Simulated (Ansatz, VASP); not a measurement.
Nb5O: VASP beside Ansatz

```
Nb O
1.0
     6.04504    0.00000    0.00000
    -3.02252    5.23516    0.00000
     0.00000    0.00000    5.46128
Nb O
5 1
Direct
  0.33333 0.66667 0.29268
  0.33333 0.66667 0.70732
  0.66667 0.33333 0.70732
  0.66667 0.33333 0.29268
  0.00000 0.00000 0.50000
  0.00000 0.00000 0.00000
```

Alike in both runs: task single point; functional PBE; k mesh 3 × 3 × 4; occupations gaussian, width 0.1 eV; no spin polarisation.

|  | VASP | Ansatz |
| --- | --- | --- |
| version | VASP 6.6.1 | Ansatz 0.2.0 |
| potentials or method | VASP PAW PBE potentials, release 64 (Nb_sv, O), cutoff 520 eV | scalar-relativistic, plane waves, PAW |
| valence electrons in the cell | 71 | 71 |

VASP gave:

- gap on the k mesh at the Fermi level (eV): none
- pressure (GPa): -20.1
- traceless stress, the component that is largest in VASP (GPa): -4.22
- rms of the force components (eV/Å): 0.109

Q: Which values does Ansatz return?

A: gap on the k mesh at the Fermi level (eV): none; pressure (GPa): -20.0; traceless stress, the component that is largest in VASP (GPa): -4.32; rms of the force components (eV/Å): 0.126.

Atom by atom the forces differ by 0.017 eV/Å (rms over components). A gap of «none» marks a metal or a gap that the smearing closes.

The k mesh is coarse, so the values compare programs but aren't converged.
